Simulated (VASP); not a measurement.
A run of VASP 6.6.1 is set up as follows.

The input POSCAR:

```
V
1.0
   -1.5130000000      1.5130000000      1.5130000000
    1.5130000000     -1.5130000000      1.5130000000
    1.5130000000      1.5130000000     -1.5130000000
V
1
Direct
    0.0000000000      0.0000000000      0.0000000000
```

INCAR.step1

```
ALGO     = Normal         # electronic algorithm
EDIFF    = 1E-5           # SCF threshold, eV
ENCUT    = 550            # plane-wave cutoff, eV
GGA      = PE             # functional
GGA_COMPAT= False        
ISMEAR   = 0              # smearing method
ISPIN    = 2              # spin polarisation
LASPH    = True           # aspherical terms in the spheres
LCHARG   = False          # write CHGCAR
LMAXMIX  = 4              # l up to which the mixer works
LREAL    = False          # projectors in reciprocal space
LWAVE    = True           # write WAVECAR
MAGMOM   = 0.51           # initial moments
NBANDS   = 16             # bands
NELM     = 200            # most SCF steps
PREC     = Accurate       # precision mode
SIGMA    = 0.1            # smearing width, eV
```

The input INCAR.step2:

```
ALGO     = Normal         # electronic algorithm
EDIFF    = 1E-6           # SCF threshold, eV
ENCUT    = 550            # plane-wave cutoff, eV
GGA_COMPAT= False        
ISIF     = 2              # what is computed and relaxed
ISMEAR   = 0              # smearing method
ISPIN    = 2              # spin polarisation
ISTART   = 1            
LASPH    = True           # aspherical terms in the spheres
LCHARG   = True           # write CHGCAR
LELF     = True           # ELF
LMAXMIX  = 4              # l up to which the mixer works
LMIXTAU  = True         
LORBIT   = 11             # projections on sites
LREAL    = False          # projectors in reciprocal space
LVHAR    = True         
LWAVE    = False          # write WAVECAR
MAGMOM   = 0.51           # initial moments
METAGGA  = R2SCAN         # meta-GGA
NBANDS   = 16             # bands
NELM     = 200            # most SCF steps
PREC     = Accurate       # precision mode
SIGMA    = 0.1            # smearing width, eV
```

Contents of KPOINTS:

```
k-points
0
Gamma
  6 6 6
```

Potentials or basis: VASP PAW PBE potentials, release 64 (V_sv).

Command:

```sh
$ cat potpaw_PBE.64/V_sv/POTCAR > POTCAR
$ cp INCAR.step1 INCAR
$ mpirun -np 1 vasp_std > vasp.out
$ cp INCAR.step2 INCAR
$ mpirun -np 1 vasp_std > vasp.out
```

Q: Predict the net moment.

A: 0.78 μB per cell.

Q: What does it give for the pressure?

A: -4.0 GPa.

Caveat: the k points lie up to 0.49 Å⁻¹ apart; the PAW data sets were made with another functional, which shifts forces and pressure a little.
